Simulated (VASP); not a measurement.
# Al4As3 (R3m) in VASP: single point with PBEsol

Aim: the single point of Al4As3 with PBEsol.

Everything below comes from runs of VASP 6.6.1. Logs are shortened: lines on timing, memory, paths and dates and some standing lists are left out, and cuts for length are marked.

## (1) The cell of the first run

It takes space group R3m (No. 160, trigonal). The conventional cell has a = 3.849 Å, b = 3.849 Å, c = 28.777 Å, α = 90.00°, β = 90.00°, γ = 120.00°. Within 2.9 Å of Al (site symmetry 3m) lie 4 As at 2.19 to 2.48 Å. Al (site symmetry 3m) has 4 As at 2.26 to 2.53 Å and 3 Al at 3.06 Å within 3.1 Å. Within 3.2 Å of Al (site symmetry 3m) lie 4 As at 2.27 to 2.47 Å and 3 Al at 3.11 Å. Within 3.1 Å of Al (site symmetry 3m) lie 4 As at 2.26 to 2.53 Å and 3 Al at 3.06 Å. Within 2.9 Å of As (site symmetry 3m) lie 5 Al at 2.19 to 2.53 Å. Within 3.0 Å of As (site symmetry 3m) lie 5 Al at 2.26 to 2.53 Å. As (site symmetry 3m) has 6 Al at 2.47 to 2.48 Å within 3.3 Å.

## (2) Single point, PBEsol

The input, INCAR:

```
SYSTEM = Al4As3
ALGO = Normal ; EDIFF = 1E-6
ENCUT = 520 ; GGA = PS
ISIF = 2 ; ISMEAR = -1
LASPH = .TRUE. ; LCHARG = .TRUE.
LELF = .TRUE. ; LREAL = .FALSE.
LVHAR = .TRUE. ; LWAVE = .FALSE.
NBANDS = 22 ; NELM = 80
PREC = Accurate ; SIGMA = 0.1
```

The input, KPOINTS:

```
k-points
0
G
  8 8 8
  0 0 0
```

The input, POSCAR:

```
Al4As3
1.0
    0.0000000000     -1.9621120000      3.3108000000
    0.7521260000     -1.8122230000     -3.3108000000
    9.8462110000      0.0000000000      0.0000000000
Al As
4 3
Direct
    0.2950000000      0.5900000000      0.1150000000
    0.8710000000      0.7420000000      0.3870000000
    0.7040000000      0.4080000000      0.8880000000
    0.1310000000      0.2620000000      0.6070000000
    0.2190000000      0.4380000000      0.3430000000
    0.7830000000      0.5660000000      0.6510000000
    0.0000000000      0.0000000000      0.0000000000
```

Potentials or basis: VASP PAW PBE potentials, release 64 (Al, As).

Started as:

```
> cat potpaw_PBE.64/Al/POTCAR potpaw_PBE.64/As/POTCAR > POTCAR
> mpirun -np 1 vasp_std > vasp.out
```

OUTCAR:

```text
SYSTEM = Al4As3
   EDIFF = 1E-6
   ENCUT = 520
   GGA = PS
   ISIF = 2
   ISMEAR = -1
   LASPH = .TRUE.
   LREAL = .FALSE.
   NELM = 80
   PREC = Accurate

 ion  position               nearest neighbor table
   1  0.295  0.590  0.115-   5 2.19   7 2.48   7 2.48   7 2.48   3 3.11   3 3.11   3 3.11
   2  0.871  0.742  0.387-   5 2.26   5 2.26   5 2.26   6 2.53   4 3.06   4 3.06   4 3.06
   3  0.704  0.408  0.888-   6 2.27   7 2.47   7 2.47   7 2.47   1 3.11   1 3.11   1 3.11
   4  0.131  0.262  0.607-   6 2.26   6 2.26   6 2.26   5 2.53   2 3.06   2 3.06   2 3.06
   5  0.219  0.438  0.343-   1 2.19   2 2.26   2 2.26   2 2.26   4 2.53
   6  0.783  0.566  0.651-   4 2.26   4 2.26   4 2.26   3 2.27   2 2.53
   7  0.000  0.000  0.000-   3 2.47   3 2.47   3 2.47   1 2.48   1 2.48   1 2.48

  LATTYP: Found a trigonal (rhomboedric) cell.
 ALAT       =     9.8462110000
 COS(alpha) =     0.9236120958

  Lattice vectors:

 A1 = (   9.8462110000,   0.0000000000,   0.0000000000)
 A2 = (   9.0940850000,   3.7743350000,   0.0000000000)
 A3 = (   9.0940850000,   1.8122230000,   3.3108000000)

Analysis of symmetry for initial positions (statically):
=====================================================================
 Subroutine PRICEL returns:
 Original cell was already a primitive cell.

 Routine SETGRP: Setting up the symmetry group for a
 trigonal (rhombohedral) supercell.

 Subroutine GETGRP returns: Found  6 space group operations
 (whereof  6 operations were pure point group operations)
 out of a pool of 12 trial point group operations.

The static configuration has the point symmetry C_3v.

Analysis of symmetry for dynamics (positions and initial velocities):
=====================================================================
 Subroutine PRICEL returns:
 Original cell was already a primitive cell.

 Routine SETGRP: Setting up the symmetry group for a
 trigonal (rhombohedral) supercell.

 Subroutine GETGRP returns: Found  6 space group operations
 (whereof  6 operations were pure point group operations)
 out of a pool of 12 trial point group operations.

The dynamic configuration has the point symmetry C_3v.

 Subroutine INISYM returns: Found  6 space group operations
 (whereof  6 operations are pure point group operations),
 and found     1 'primitive' translations

----------------------------------------------------------------------------------------

                                     Primitive cell

  volume of cell :     123.0389

  direct lattice vectors                    reciprocal lattice vectors
     0.000000000 -1.962112000  3.310800000     0.000000000 -0.264947335  0.145023455
     0.752126000 -1.812223000 -3.310800000     0.000000000 -0.264947335 -0.157018348
     9.846211000  0.000000000  0.000000000     0.101561910  0.020238626  0.011994216

  length of vectors
     3.848542600  3.848537691  9.846211000     0.302041211  0.307980278  0.104251066

  position of ions in fractional coordinates (direct lattice)
     0.295000000  0.590000000  0.115000000
     0.871000000  0.742000000  0.387000000
     0.704000000  0.408000000  0.888000000
     0.131000000  0.262000000  0.607000000
     0.219000000  0.438000000  0.343000000
     0.783000000  0.566000000  0.651000000
     0.000000000  0.000000000  0.000000000

  ion indices of the primitive-cell ions
   primitive index   ion index
                 1           1
                 2           2
                 3           3
                 4           4
                 5           5
                 6           6
                 7           7

----------------------------------------------------------------------------------------

 KPOINTS: k-points

Automatic generation of k-mesh.
 Grid dimensions read from file:
 generate k-points for:    8    8    8

 Generating k-lattice:

  Cartesian coordinates                     Fractional coordinates (reciprocal lattice)
     0.000000000 -0.033118417  0.018127932     0.125000000  0.000000000  0.000000000
     0.000000000 -0.033118417 -0.019627293     0.000000000  0.125000000  0.000000000
     0.012695239  0.002529828  0.001499277     0.000000000 -0.000000000  0.125000000

  Length of vectors
     0.037755151  0.038497535  0.013031383

  Shift w.r.t. Gamma in fractional coordinates (k-lattice)
     0.000000000  0.000000000  0.000000000

 Subroutine IBZKPT returns following result:
 ===========================================

 Found     65 irreducible k-points:

 Following reciprocal coordinates:
            Coordinates               Weight
  0.000000  0.000000  0.000000      1.000000
  0.125000  0.000000  0.000000      6.000000
  0.250000  0.000000  0.000000      6.000000
  0.375000  0.000000  0.000000      6.000000
  0.500000  0.000000  0.000000      3.000000
  0.000000  0.125000  0.000000      6.000000
[... 16 lines left out ...]
  0.250000  0.000000  0.125000      6.000000
  0.375000  0.000000  0.125000      6.000000
 [... further k-points ...]
   k-points           NKPTS =     65   k-points in BZ     NKDIM =     65   number of bands    NBANDS=     22
   number of dos      NEDOS =    301   number of ions     NIONS =      7
   total plane-waves  NPLWV =  72000
   dimension x,y,z NGX =    30 NGY =   30 NGZ =   80
   dimension x,y,z NGXF=    60 NGYF=   60 NGZF=  160
   ions per type =               4   3
   NGX,Y,Z   is equivalent  to a cutoff of  12.96, 12.96, 13.51 a.u.
   NGXF,Y,Z  is equivalent  to a cutoff of  25.92, 25.92, 27.01 a.u.
 SYSTEM =  Al4As3
   PREC   = accura    normal or accurate (medium, high low for compatibility)
   ISTART =      0    job   : 0-new  1-cont  2-samecut
   ICHARG =      2    charge: 1-file 2-atom 10-const
   ISPIN  =      1    spin polarized calculation?
   LNONCOLLINEAR =      F non collinear calculations
   LSORBIT =      F    spin-orbit coupling
   LASPH  =      T    aspherical Exc in radial PAW
   ENCUT  =  520.0 eV  38.22 Ry    6.18 a.u.   7.16  7.16 18.31*2*pi/ulx,y,z
   NELM   =     80;   NELMIN=  2; NELMDL= -5     # of ELM steps
   EDIFF  = 0.1E-05   stopping-criterion for ELM
   LREAL  =      F    real-space projection
   EDIFFG = 0.1E-04   stopping-criterion for IOM
   NSW    =      0    number of steps for IOM
   IBRION =     -1    ionic relax: 0-MD 1-quasi-New 2-CG
   NFREE  =      0    steps in history (QN), initial steepest desc. (CG)
   ISIF   =      2    stress and relaxation
   ISYM   =      2    0-nonsym 1-usesym 2-fastsym
   POTIM  = 0.5000    time-step for ionic-motion
   TEBEG  =    0.0;   TEEND  =   0.0 temperature during run
   PSTRESS=    0.0 pullay stress
   NELECT =      27.0000    total number of electrons
   NUPDOWN=      -1.0000    fix difference up-down
   EMIN   =  10.00;   EMAX   =-10.00  energy-range for DOS
   EFERMI =   0.00;   METHOD = LEGACY
   ISMEAR =    -1;   SIGMA  =   0.10  broadening in eV -4-tet -1-fermi 0-gaus
   EFERMI_NEDOS =   21; number of points for ismear=-14 and -15
   IALGO  =     38    algorithm
   IMIX   =      4    mixing-type and parameters
     AMIX     =   0.40;   BMIX     =  1.00
     AMIX_MAG =   1.60;   BMIX_MAG =  1.00
  volume/ion in A,a.u.               =      17.58       118.62
  Fermi-wavevector in a.u.,A,eV,Ry     =   0.987450  1.866010 13.266471  0.975058
  Thomas-Fermi vector in A             =   2.118905
   LORBIT       =      0    0 simple, 1 ext, 2 COOP (PROOUT), +10 PAW based schemes
   GGA     = PS    functional components
   LHFCALC =     F    Hartree Fock is set to
   AEXX    =    0.0000 exact exchange contribution
   IVDW    =     0    specifies the selected vdW correction
   LEPSILON=     F    determine dielectric tensor
   LRPA    =     F    only Hartree local field effects (RPA)
 non-spin polarized calculation
  energy-cutoff  :      520.00
  volume of cell :      123.04
 maximum number of plane-waves:      3335
 NGX is ok and might be reduce to    30
   NGX = 15   NGY = 15   NGZ = 37

 number of electron      27.0000000 magnetization

 Free energy of the ion-electron system (eV)
  ---------------------------------------------------
  ext. energy  EPLUGINS =         0.00000000
  ---------------------------------------------------
  free energy    TOTEN  =       -28.87845097 eV

  energy without entropy =      -28.75903545  energy(sigma->0) =      -28.81874321

 E-fermi :   8.0110     XC(G=0): -10.2286

 val. band max:        8.0090093844   @ k =   0.1250   0.5000   0.2500
 cond. band min:       8.0118048594   @ k =  -0.1250  -0.0000   0.1250
 fundamental gap:      0.0027954750
 Fermi energy:         8.0110118287

 k-point     1 :       0.0000    0.0000    0.0000
  band No.  band energies     occupation
      1      -7.4129      2.00000
      2      -6.1341      2.00000
      3      -6.0472      2.00000
      4      -0.0436      2.00000
      5       0.7676      2.00000
      6       4.1085      2.00000
[... 14 lines left out ...]
     21      11.1780      0.00000
     22      11.1780      0.00000

 k-point     2 :       0.1250    0.0000    0.0000
  band No.  band energies     occupation
      1      -7.2540      2.00000
      2      -6.0211      2.00000
      3      -5.8779      2.00000
      4       0.0210      2.00000
      5       0.9182      2.00000
      6       2.9924      2.00000
[... 14 lines left out ...]
     21      10.8056      0.00000
     22      11.2616      0.00000

 k-point     3 :       0.2500    0.0000    0.0000
  band No.  band energies     occupation
      1      -6.8036      2.00000
      2      -5.6868      2.00000
      3      -5.4461      2.00000
      4       0.1291      2.00000
      5       0.7436      2.00000
      6       1.5521      2.00000
[... 14 lines left out ...]
     21      11.9530      0.00000
     22      12.2919      0.00000
[... 476 lines left out ...]
 k-point    23 :       0.2500    0.0000    0.1250
  band No.  band energies     occupation
      1      -6.8067      2.00000
      2      -5.6404      2.00000
      3      -5.4916      2.00000
      4       0.1117      2.00000
      5       0.7452      2.00000
      6       1.8022      2.00000
[... 14 lines left out ...]
     21      12.0071      0.00000
     22      12.1354      0.00000

 k-point    24 :       0.3750    0.0000    0.1250
  band No.  band energies     occupation
      1      -6.1805      2.00000
      2      -5.2744      2.00000
      3      -4.9399      2.00000
      4      -0.4452      2.00000
      5      -0.3359      2.00000
      6       0.6837      2.00000
[... 14 lines left out ...]
     21      12.5961      0.00000
     22      12.7978      0.00000

 [... further k-points ...]

------------------------ aborting loop because EDIFF is reached ----------------------------------------

  FORCE on cell =-STRESS in cart. coord.  units (eV):
  Direction    XX          YY          ZZ          XY          YZ          ZX
  --------------------------------------------------------------------------------------
  -------------------------------------------------------------------------------------
  Total       21.8497023     18.8414631     18.7606831      0.6242887      0.0737023      0.3699765
  in kB      284.5205089    245.3480879    244.2961939      8.1293076      0.9597301      4.8177271
  external PRESSURE =     258.0549302 kB  Pullay stress =       0.0000000 kB

 VOLUME and BASIS-vectors are now :
 -----------------------------------------------------------------------------
  energy-cutoff  :      520.00
  volume of cell :      123.04
      direct lattice vectors                 reciprocal lattice vectors
     0.000000000 -1.962112000  3.310800000     0.000000000 -0.264947335  0.145023455
     0.752126000 -1.812223000 -3.310800000     0.000000000 -0.264947335 -0.157018348
     9.846211000  0.000000000  0.000000000     0.101561910  0.020238626  0.011994216

 POSITION                                       TOTAL-FORCE (eV/Angst)
 -----------------------------------------------------------------------------------
      1.57607     -1.64803     -0.97669        -2.384457     -0.475163     -0.281599
      4.36856     -3.05367      0.42709         0.595054      0.118580      0.070275
      9.05030     -2.12071      0.98000         1.164113      0.231979      0.137479
      6.17371     -0.73184     -0.43371        -0.564307     -0.112452     -0.066643
      3.70668     -1.22346     -0.72507         1.451081      0.289164      0.171370
      6.83559     -2.56205      0.71844        -0.304738     -0.060727     -0.035989
      0.00000      0.00000      0.00000         0.043255      0.008620      0.005108
 -----------------------------------------------------------------------------------
    total drift:                                0.000028      0.000004      0.000003

  FREE ENERGIE OF THE ION-ELECTRON SYSTEM (eV)
  ---------------------------------------------------
  free  energy   TOTEN  =       -28.8784509660 eV

  energy  without entropy=      -28.7590354510  energy(sigma->0) =      -28.81874321
```

Run time: 2.9 min. Hardware: 1 thread of Intel Xeon Platinum 8375C at 2.90GHz (Ice Lake), shared host; peak memory 0.34 GiB.

What came out:

```yaml
Free_energy: -28.8785 eV
Pressure: 25.8 GPa
Largest_force: 2.448 eV/Å
Band_gap_on_the_k_mesh: zero (an odd number of electrons rules out a gap without spin polarisation)
```

Forces on the atoms (eV/Å):
```
Al  -2.384 -0.475 -0.282
Al   0.595  0.119  0.070
Al   1.164  0.232  0.137
Al  -0.564 -0.112 -0.067
As   1.451  0.289  0.171
As  -0.305 -0.061 -0.036
As   0.043  0.009  0.005
```

Stress tensor (GPa, compression positive):
```
28.45  0.81  0.48
 0.81 24.53  0.10
 0.48  0.10 24.43
```

Levels at points of the mesh, in eV from the Fermi level:
| k point | band 10 | band 11 | band 12 | band 13 | band 14 | band 15 | band 16 | band 17 | band 18 | band 19 |
| --- | --- | --- | --- | --- | --- | --- | --- | --- | --- | --- |
| (0.00, 0.00, 0.00) | -2.66 | -2.57 | -2.57 | -0.66 | -0.29 | 0.64 | 1.12 | 1.12 | 1.77 | 1.91 |
| (0.50, 0.00, 0.00) | -4.67 | -4.49 | -3.63 | -1.70 | -1.07 | -0.95 | 0.93 | 0.98 | 1.67 | 3.26 |
| (0.00, 0.50, 0.00) | -4.29 | -3.99 | -3.60 | -1.62 | -1.06 | 0.12 | 0.31 | 0.80 | 1.26 | 2.71 |
| (0.00, 0.00, 0.50) | -2.96 | -2.76 | -2.76 | -0.81 | 0.44 | 0.85 | 1.32 | 1.32 | 1.85 | 1.85 |

Caveat: the cell stands under pressure; the PAW data sets were made with another functional, which shifts forces and pressure a little.
